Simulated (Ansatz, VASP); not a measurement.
# Ca in VASP and in Ansatz

```
CELL_PARAMETERS angstrom
0.00000 2.80050 2.80050
2.80050 0.00000 2.80050
2.80050 2.80050 0.00000
ATOMIC_POSITIONS crystal
Ca 0.00000 0.00000 0.00000
```

Alike in both runs: task relaxation of cell and atoms; functional LDA; k mesh 18 × 18 × 18; occupations gaussian, width 0.1 eV; no spin polarisation.

|  | VASP | Ansatz |
| --- | --- | --- |
| version | VASP 6.6.1 | Ansatz 0.2.0 |
| potentials or method | VASP PAW LDA potentials, release 64 (Ca_sv), cutoff 600 eV | scalar-relativistic, plane waves, PAW |
| valence electrons in the cell | 10 | 10 |

```csv
,VASP,Ansatz,Ansatz less VASP
"gap on the k mesh at the Fermi level, each at its own relaxed structure (eV)",none,none,-
relaxed volume (Å³/atom),38.05,37.98,-0.075
relaxed cell length with the largest relative difference (Å),3.776,3.773,-0.0025
```

Ansatz warns that its potentials were made for another functional, while VASP's fit it. LDA's correlation is that of Perdew and Zunger in VASP and of Perdew and Wang (1992) in Ansatz. A gap of «none» marks a metal or a gap that the smearing closes.
